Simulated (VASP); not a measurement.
# PtSe2 (P-3m1) in VASP: notebook

The runs below take PtSe2 through single point, with PBEsol.

Program: VASP 6.6.1. These are calculated values, not measurements. Logs are shortened: lines on timing, memory, paths and dates and some standing lists are left out, and cuts for length are marked.

## 1. The cell of the first run

The structure is trigonal, space group P-3m1 (No. 164). The conventional cell has a = 3.761 Å, b = 3.761 Å, c = 4.790 Å, α = 90.00°, β = 90.00°, γ = 120.00°. Pt (site symmetry -3m) has 6 Se at 2.50 Å within 3.3 Å. Se (site symmetry 3m) has 3 Pt at 2.50 Å and 6 Se at 3.16 to 3.31 Å within 3.4 Å.

## 2. Single point, PBEsol (strain -0.0150 x Voigt [0, 0, 1, 0, 0, 0])

INCAR reads:

```
SYSTEM = PtSe2
PREC = Accurate
ENCUT = 520
EDIFF = 1E-6
ISMEAR = 0
SIGMA = 0.15
LREAL = .False.
LASPH = .True.
NELM = 80
ALGO = Normal
ISIF = 2
LWAVE = .False.
LCHARG = .False.
GGA = PS
NBANDS = 18
```

KPOINTS reads:

```
Automatic mesh
0
Gamma
  12 12 10
  0 0 0
```

POSCAR reads:

```
PtSe2
1.0
    3.7607249071      0.0000000000      0.0000000000
   -1.8803624535      3.2568833062      0.0000000000
    0.0000000000      0.0000000000      4.7903606554
Pt Se
1 2
Direct
    0.0000000000      0.0000000000      0.0000000000
    0.3333333333      0.6666666667      0.2606754608
    0.6666666667      0.3333333333      0.7393245392
```

Potentials or basis: VASP PAW PBE potentials, release 64 (Pt, Se).

On the command line:

```
> cat potpaw_PBE.64/Pt/POTCAR potpaw_PBE.64/Se/POTCAR > POTCAR
> mpirun -np 1 vasp_std > vasp.out
```

OUTCAR:

```text
SYSTEM = PtSe2
   PREC = Accurate
   ENCUT = 520
   EDIFF = 1E-6
   ISMEAR = 0
   LREAL = .False.
   LASPH = .True.
   NELM = 80
   ISIF = 2
   GGA = PS

 ion  position               nearest neighbor table
   1  0.000  0.000  0.000-   2 2.50   3 2.50   2 2.50   3 2.50   3 2.50   2 2.50
   2  0.333  0.667  0.261-   1 2.50   1 2.50   1 2.50
   3  0.667  0.333  0.739-   1 2.50   1 2.50   1 2.50

  LATTYP: Found a hexagonal cell.
 ALAT       =     3.7607249071
 C/A-ratio  =     1.2737865102

  Lattice vectors:

 A1 = (   3.7607249071,   0.0000000000,   0.0000000000)
 A2 = (  -1.8803624535,   3.2568833062,   0.0000000000)
 A3 = (   0.0000000000,   0.0000000000,   4.7903606554)

Analysis of symmetry for initial positions (statically):
=====================================================================
 Subroutine PRICEL returns:
 Original cell was already a primitive cell.

 Routine SETGRP: Setting up the symmetry group for a
 hexagonal supercell.

 Subroutine GETGRP returns: Found 12 space group operations
 (whereof 12 operations were pure point group operations)
 out of a pool of 24 trial point group operations.

The static configuration has the point symmetry D_3d.

Analysis of symmetry for dynamics (positions and initial velocities):
=====================================================================
 Subroutine PRICEL returns:
 Original cell was already a primitive cell.

 Routine SETGRP: Setting up the symmetry group for a
 hexagonal supercell.

 Subroutine GETGRP returns: Found 12 space group operations
 (whereof 12 operations were pure point group operations)
 out of a pool of 24 trial point group operations.

The dynamic configuration has the point symmetry D_3d.

 Subroutine INISYM returns: Found 12 space group operations
 (whereof 12 operations are pure point group operations),
 and found     1 'primitive' translations

----------------------------------------------------------------------------------------

                                     Primitive cell

  volume of cell :      58.6735

  direct lattice vectors                    reciprocal lattice vectors
     3.760724907  0.000000000  0.000000000     0.265906182  0.153521006  0.000000000
    -1.880362454  3.256883306  0.000000000     0.000000000  0.307042011  0.000000000
     0.000000000  0.000000000  4.790360655     0.000000000  0.000000000  0.208752550

  length of vectors
     3.760724907  3.760724907  4.790360655     0.307042011  0.307042011  0.208752550

  position of ions in fractional coordinates (direct lattice)
     0.000000000  0.000000000  0.000000000
     0.333333333  0.666666667  0.260675461
     0.666666667  0.333333333  0.739324539

  ion indices of the primitive-cell ions
   primitive index   ion index
                 1           1
                 2           2
                 3           3

----------------------------------------------------------------------------------------

 KPOINTS: Automatic mesh

Automatic generation of k-mesh.
 Grid dimensions read from file:
 generate k-points for:   12   12   10

 Generating k-lattice:

  Cartesian coordinates                     Fractional coordinates (reciprocal lattice)
     0.022158848  0.012793417  0.000000000     0.083333333  0.000000000  0.000000000
     0.000000000  0.025586834  0.000000000     0.000000000  0.083333333  0.000000000
     0.000000000  0.000000000  0.020875255     0.000000000  0.000000000  0.100000000

  Length of vectors
     0.025586834  0.025586834  0.020875255

  Shift w.r.t. Gamma in fractional coordinates (k-lattice)
     0.000000000  0.000000000  0.000000000

 Subroutine IBZKPT returns following result:
 ===========================================

 Found    162 irreducible k-points:

 Following reciprocal coordinates:
            Coordinates               Weight
  0.000000  0.000000  0.000000      1.000000
  0.083333  0.000000  0.000000      6.000000
  0.166667  0.000000  0.000000      6.000000
  0.250000  0.000000  0.000000      6.000000
  0.333333  0.000000  0.000000      6.000000
  0.416667  0.000000  0.000000      6.000000
[... 16 lines left out ...]
  0.166667  0.000000  0.100000      6.000000
  0.000000  0.166667  0.100000      6.000000
 [... further k-points ...]
   k-points           NKPTS =    162   k-points in BZ     NKDIM =    162   number of bands    NBANDS=     18
   number of dos      NEDOS =    301   number of ions     NIONS =      3
   total plane-waves  NPLWV =  28224
   dimension x,y,z NGX =    28 NGY =   28 NGZ =   36
   dimension x,y,z NGXF=    56 NGYF=   56 NGZF=   72
   ions per type =               1   2
   NGX,Y,Z   is equivalent  to a cutoff of  12.38, 12.38, 12.49 a.u.
   NGXF,Y,Z  is equivalent  to a cutoff of  24.76, 24.76, 24.99 a.u.
 SYSTEM =  PtSe2
   PREC   = accura    normal or accurate (medium, high low for compatibility)
   ISTART =      0    job   : 0-new  1-cont  2-samecut
   ICHARG =      2    charge: 1-file 2-atom 10-const
   ISPIN  =      1    spin polarized calculation?
   LNONCOLLINEAR =      F non collinear calculations
   LSORBIT =      F    spin-orbit coupling
   LASPH  =      T    aspherical Exc in radial PAW
   ENCUT  =  520.0 eV  38.22 Ry    6.18 a.u.   6.99  6.99  8.91*2*pi/ulx,y,z
   NELM   =     80;   NELMIN=  2; NELMDL= -5     # of ELM steps
   EDIFF  = 0.1E-05   stopping-criterion for ELM
   LREAL  =      F    real-space projection
   EDIFFG = 0.1E-04   stopping-criterion for IOM
   NSW    =      0    number of steps for IOM
   IBRION =     -1    ionic relax: 0-MD 1-quasi-New 2-CG
   NFREE  =      0    steps in history (QN), initial steepest desc. (CG)
   ISIF   =      2    stress and relaxation
   ISYM   =      2    0-nonsym 1-usesym 2-fastsym
   POTIM  = 0.5000    time-step for ionic-motion
   TEBEG  =    0.0;   TEEND  =   0.0 temperature during run
   PSTRESS=    0.0 pullay stress
   NELECT =      22.0000    total number of electrons
   NUPDOWN=      -1.0000    fix difference up-down
   EMIN   =  10.00;   EMAX   =-10.00  energy-range for DOS
   EFERMI =   0.00;   METHOD = LEGACY
   ISMEAR =     0;   SIGMA  =   0.15  broadening in eV -4-tet -1-fermi 0-gaus
   EFERMI_NEDOS =   21; number of points for ismear=-14 and -15
   IALGO  =     38    algorithm
   IMIX   =      4    mixing-type and parameters
     AMIX     =   0.40;   BMIX     =  1.00
     AMIX_MAG =   1.60;   BMIX_MAG =  1.00
  volume/ion in A,a.u.               =      19.56       131.98
  Fermi-wavevector in a.u.,A,eV,Ry     =   1.180507  2.230834 18.961021  1.393596
  Thomas-Fermi vector in A             =   2.316798
   LORBIT       =      0    0 simple, 1 ext, 2 COOP (PROOUT), +10 PAW based schemes
   GGA     = PS    functional components
   LHFCALC =     F    Hartree Fock is set to
   AEXX    =    0.0000 exact exchange contribution
   IVDW    =     0    specifies the selected vdW correction
   LEPSILON=     F    determine dielectric tensor
   LRPA    =     F    only Hartree local field effects (RPA)
 non-spin polarized calculation
 Gauss-broadening in eV      SIGMA  =   0.15
  energy-cutoff  :      520.00
  volume of cell :       58.67
 maximum number of plane-waves:      1608
   NGX = 13   NGY = 13   NGZ = 17

 number of electron      21.9999998 magnetization

 Free energy of the ion-electron system (eV)
  ---------------------------------------------------
  ext. energy  EPLUGINS =         0.00000000
  ---------------------------------------------------
  free energy    TOTEN  =       -15.90430725 eV

  energy without entropy =      -15.89534193  energy(sigma->0) =      -15.89982459

 E-fermi :   6.7585     XC(G=0): -11.0368

 val. band max:        6.7515444202   @ k =   0.3333   0.3333   0.0000
 cond. band min:       6.7779569425   @ k =   0.0000   0.1667   0.1000
 fundamental gap:      0.0264125223
 Fermi energy:         6.7584816081

 k-point     1 :       0.0000    0.0000    0.0000
  band No.  band energies     occupation
      1      -9.0877      2.00000
      2      -5.8543      2.00000
      3      -0.4953      2.00000
      4       0.2822      2.00000
      5       0.2822      2.00000
      6       2.8420      2.00000
[... 10 lines left out ...]
     17      13.9164      0.00000
     18      18.3815      0.00000

 k-point     2 :       0.0833    0.0000    0.0000
  band No.  band energies     occupation
      1      -9.0102      2.00000
      2      -5.9040      2.00000
      3      -0.4010      2.00000
      4       0.3339      2.00000
      5       0.3617      2.00000
      6       2.7381      2.00000
[... 10 lines left out ...]
     17      14.1549      0.00000
     18      17.2674      0.00000

 k-point     3 :       0.1667    0.0000    0.0000
  band No.  band energies     occupation
      1      -8.7848      2.00000
      2      -6.0407      2.00000
      3      -0.1311      2.00000
      4       0.4796      2.00000
      5       0.5854      2.00000
      6       2.3345      2.00000
[... 10 lines left out ...]
     17      14.7379      0.00000
     18      15.8798      0.00000

 k-point     4 :       0.2500    0.0000    0.0000
  band No.  band energies     occupation
      1      -8.4341      2.00000
      2      -6.2371      2.00000
      3       0.2567      2.00000
      4       0.6874      2.00000
      5       0.8735      2.00000
      6       1.6154      2.00000
[... 375 lines left out ...]
      4       0.3239      2.00000
      5       0.4295      2.00000
      6       2.7034      2.00000
[... 10 lines left out ...]
     17      14.3707      0.00000
     18      16.6720      0.00000

 k-point    23 :       0.1667    0.0000    0.1000
  band No.  band energies     occupation
      1      -8.7356      2.00000
      2      -6.1517      2.00000
      3      -0.0537      2.00000
      4       0.5242      2.00000
      5       0.6217      2.00000
      6       2.4146      2.00000
[... 10 lines left out ...]
     17      14.2198      0.00000
     18      15.4419      0.00000

 k-point    24 :       0.0000    0.1667    0.1000
  band No.  band energies     occupation
      1      -8.7424      2.00000
      2      -6.1256      2.00000
      3      -0.1873      2.00000
      4       0.4474      2.00000
      5       0.7762      2.00000
      6       2.2027      2.00000
[... 10 lines left out ...]
     17      15.2257      0.00000
     18      15.4833      0.00000

 [... further k-points ...]

------------------------ aborting loop because EDIFF is reached ----------------------------------------

  FORCE on cell =-STRESS in cart. coord.  units (eV):
  Direction    XX          YY          ZZ          XY          YZ          ZX
  --------------------------------------------------------------------------------------
  -------------------------------------------------------------------------------------
  Total        0.5697419      0.5697419      0.6863646      0.0000000      0.0000000      0.0000000
  in kB       15.5577501     15.5577501     18.7423258      0.0000000      0.0000000      0.0000000
  external PRESSURE =      16.6192753 kB  Pullay stress =       0.0000000 kB

 VOLUME and BASIS-vectors are now :
 -----------------------------------------------------------------------------
  energy-cutoff  :      520.00
  volume of cell :       58.67
      direct lattice vectors                 reciprocal lattice vectors
     3.760724907  0.000000000  0.000000000     0.265906182  0.153521006  0.000000000
    -1.880362454  3.256883306  0.000000000     0.000000000  0.307042011  0.000000000
     0.000000000  0.000000000  4.790360655     0.000000000  0.000000000  0.208752550

 POSITION                                       TOTAL-FORCE (eV/Angst)
 -----------------------------------------------------------------------------------
      0.00000      0.00000      0.00000         0.000000      0.000000      0.000000
     -0.00000      2.17126      1.24873        -0.000000      0.000000      0.203861
      1.88036      1.08563      3.54163         0.000000     -0.000000     -0.203861
 -----------------------------------------------------------------------------------
    total drift:                               -0.000000      0.000000      0.000000

  FREE ENERGIE OF THE ION-ELECTRON SYSTEM (eV)
  ---------------------------------------------------
  free  energy   TOTEN  =       -15.9043072489 eV

  energy  without entropy=      -15.8953419281  energy(sigma->0) =      -15.89982459
```

Run time: 58 s. Hardware: 1 thread of Intel Xeon 6975P-C (Granite Rapids), shared host; peak memory 0.29 GiB.

Results:

| Item | Value |
| --- | --- |
| Free energy | -15.9043 eV |
| Pressure | 1.7 GPa |
| Largest force | 0.204 eV/Å |
| Band gap on the k mesh | zero (bands 11 and 12 overlap by 0.83 eV) |

Forces in eV/Å, atoms in the order of the input:
```
Pt   0.000  0.000  0.000
Se   0.000  0.000  0.204
Se   0.000  0.000 -0.204
```

Caveat: the cell differs from its parent crystal (strain -0.0150 x Voigt [0, 0, 1, 0, 0, 0]); the PAW data sets were made with another functional, which shifts forces and pressure a little; spin-orbit coupling is left out, which moves the levels of the heavy elements.

## 3. Single point, PBEsol (strain +0.0150 x Voigt [0, 0, 1, 0, 0, 0])

INCAR reads:

```
SYSTEM = PtSe2
PREC     = Accurate       ! precision mode
ENCUT    = 520            ! plane-wave cutoff, eV
EDIFF    = 1E-6           ! SCF threshold, eV
ISMEAR   = 0              ! smearing method
SIGMA    = 0.15           ! smearing width, eV
LREAL    = .False.        ! projectors in reciprocal space
LASPH    = .True.         ! aspherical terms in the spheres
NELM     = 60             ! most SCF steps
ALGO     = Normal         ! electronic algorithm
ISIF     = 2              ! what is computed and relaxed
LWAVE    = .False.        ! write WAVECAR
LCHARG   = .True.         ! write CHGCAR
GGA      = PS             ! functional
LELF     = .True.         ! ELF
LVHAR    = .True.       
NBANDS   = 18             ! bands
```

KPOINTS is that of step 2.

POSCAR, as its differences from that of step 2:

```diff
@@ -4,3 +4,3 @@
    -1.8803624535      3.2568833062      0.0000000000
-    0.0000000000      0.0000000000      4.7903606554
+    0.0000000000      0.0000000000      4.9362599648
 Pt Se
```

Potentials or basis: VASP PAW PBE potentials, release 64 (Pt, Se).

On the command line:

```
> cat potpaw_PBE.64/Pt/POTCAR potpaw_PBE.64/Se/POTCAR > POTCAR
> mpirun -np 1 vasp_std > vasp.out
```

Wall time 67 s (1 thread of Intel Xeon 6975P-C (Granite Rapids), shared host); peak memory 0.31 GiB.

The run converged. Its results:

* Free energy: -15.9055 eV
* Pressure: -1.4 GPa
* Largest force: 0.167 eV/Å
* Band gap on the k mesh: zero (bands 11 and 12 overlap by 0.73 eV)

Forces on the atoms (eV/Å):
```
Pt   0.000  0.000  0.000
Se   0.000  0.000 -0.167
Se   0.000  0.000  0.167
```

Stress tensor (GPa, compression positive):
```
-1.29  0.00  0.00
 0.00 -1.29  0.00
 0.00  0.00 -1.66
```

Levels at points of the mesh, in eV from the Fermi level:
```csv
k point,band 8,band 9,band 10,band 11,band 12,band 13,band 14,band 15
"(0.00, 0.00, 0.00)",-2.47,-0.96,-0.96,0.70,1.23,1.23,3.39,4.01
"(0.50, 0.00, 0.00)",-3.55,-3.28,-3.23,-2.88,0.55,2.43,4.90,5.93
"(0.00, 0.00, 0.50)",-2.91,-1.68,-1.56,-1.56,2.31,2.31,4.86,6.36
"(0.50, 0.00, 0.50)",-3.30,-3.05,-2.60,-1.16,0.76,1.48,4.71,4.77
```

Caveat: the cell differs from its parent crystal (strain +0.0150 x Voigt [0, 0, 1, 0, 0, 0]); the PAW data sets were made with another functional, which shifts forces and pressure a little; spin-orbit coupling is left out, which moves the levels of the heavy elements.

[end of part 1 of 2]

The gap in the log of VASP goes by the Fermi energy; the results here count the filled bands.